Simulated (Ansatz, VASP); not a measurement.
MgCd2Se3 in VASP and in Ansatz

```
Mg Cd Se
1.0
     4.34360    0.00000    0.00000
    -2.17180    3.76167    0.00000
     0.00000    0.00000   21.16200
Mg Cd Se
2 4 6
Direct
  0.00000 0.00000 0.16912
  0.66667 0.33333 0.32839
  0.00000 0.00000 0.49500
  0.00000 0.00000 0.83538
  0.66667 0.33333 0.66513
  0.66667 0.33333 0.00593
  0.00000 0.00000 0.29189
  0.00000 0.00000 0.62193
  0.00000 0.00000 0.96242
  0.66667 0.33333 0.13287
  0.66667 0.33333 0.45151
  0.66667 0.33333 0.79216
```

Alike in both runs: functional PBE; k mesh 6 × 6 × 2; occupations gaussian, width 0.02 eV; no spin polarisation.

Ansatz relaxed the structure, and its values are those at the end. VASP's run is a single point on that final structure, the one shown.

|  | VASP | Ansatz |
| --- | --- | --- |
| version | VASP 6.6.1 | Ansatz 0.2.0 |
| potentials or method | VASP PAW PBE potentials, release 64 (Mg, Cd, Se), cutoff 520 eV | scalar-relativistic, plane waves, PAW |
| valence electrons in the cell | 88 | 196 |

Ansatz gave:

* gap on the k mesh at the Fermi level (eV): 0.91
* least direct gap on the mesh (eV): 0.91
* pressure (GPa): 0.0
* rms of the force components (eV/Å): 0.000

Task: Which values does VASP return?

Result: gap on the k mesh at the Fermi level (eV): 0.91; least direct gap on the mesh (eV): 0.91; pressure (GPa): 0.2; rms of the force components (eV/Å): 0.007.

With one functional, cell and mesh, what is left measures potentials, basis and numerics. VASP's potentials hold 88 valence electrons a cell and Ansatz's 196, so a difference there can come from the potentials and not from the codes. Ansatz's warnings: level index not settled.
